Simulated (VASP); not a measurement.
Crystal: GeCN2.

```
Ge N C
1.0
     1.78175    1.02869    4.88892
    -1.78175    1.02869    4.88892
     0.00000   -2.05739    4.88892
Ge N C
1 2 1
Direct
  0.00000 0.00000 0.00000
  0.58390 0.58390 0.58390
  0.41610 0.41610 0.41610
  0.50000 0.50000 0.50000
```

This cell differs from its parent crystal: volume scaled by 0.98.

Base run:

```yaml
Program: VASP 6.6.1
Functional: PBEsol
Potentials_or_basis: VASP PAW PBE potentials, release 64 (Ge_d, N, C)
Cutoff: 520 eV
k_mesh: 9 × 9 × 9
Occupations: fermi-dirac, width 0.05 eV
Spin: no spin polarisation
```

Its results: band gap on the k mesh 0.95 eV, indirect (least direct gap 1.74 eV); pressure -0.4 GPa; largest force 0.790 eV/Å.

Problem. The run is repeated on the same cell with these changes: functional from PBEsol to PBE; further incar settings from ALGO = Normal; EDIFF = 1e-06; NBANDS = 22 to ALGO = Normal; EDIFF = 1e-07; NBANDS = 22. What comes out?

Solution. Band gap on the k mesh 1.07 eV, indirect (least direct gap 1.88 eV); pressure 2.9 GPa; largest force 0.666 eV/Å.

Caveats: the PAW data sets were made with another functional, which shifts forces and pressure a little (some runs).

A k mesh can miss the band edges.
